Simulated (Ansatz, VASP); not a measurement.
## Ta2TiSi3: VASP beside Ansatz

```
Ti Ta Si
1.0
     3.51201    0.00000    0.00000
     0.00000    3.51201    0.00000
     0.00000    0.00000    7.40544
Ti Ta Si
1 2 3
Direct
  0.00000 0.00000 0.00000
  0.00000 0.50000 0.62252
  0.50000 0.00000 0.37748
  0.00000 0.50000 0.26182
  0.50000 0.00000 0.73818
  0.50000 0.50000 0.00000
```

Change from the starting cell: species swapped into the Ti2CuSb3 type (P-4m2, No. 115).

Alike in both runs: task relaxation of cell and atoms; functional PBE; k mesh 10 × 10 × 6; occupations gaussian, width 0.1 eV; no spin polarisation.

|  | VASP | Ansatz |
| --- | --- | --- |
| version | VASP 6.6.1 | Ansatz 0.2.0 |
| potentials or method | VASP PAW PBE potentials, release 64 (Ti_sv, Ta_pv, Si), cutoff 600 eV | scalar-relativistic, plane waves, PAW |
| valence electrons in the cell | 46 | 50 |

```tsv
	VASP	Ansatz	Ansatz less VASP
gap on the k mesh at the Fermi level, each at its own relaxed structure (eV)	none	none	-
relaxed volume (Å³/atom)	15.23	15.22	-0.008
relaxed length of the cell vector where the two differ most in proportion (Å)	3.513	3.512	-0.0008
```

A gap of «none» marks a metal or a gap that the smearing closes. VASP's potentials hold 46 valence electrons a cell and Ansatz's 50, so a difference there can come from the potentials and not from the codes.

Spin-orbit coupling is off throughout.
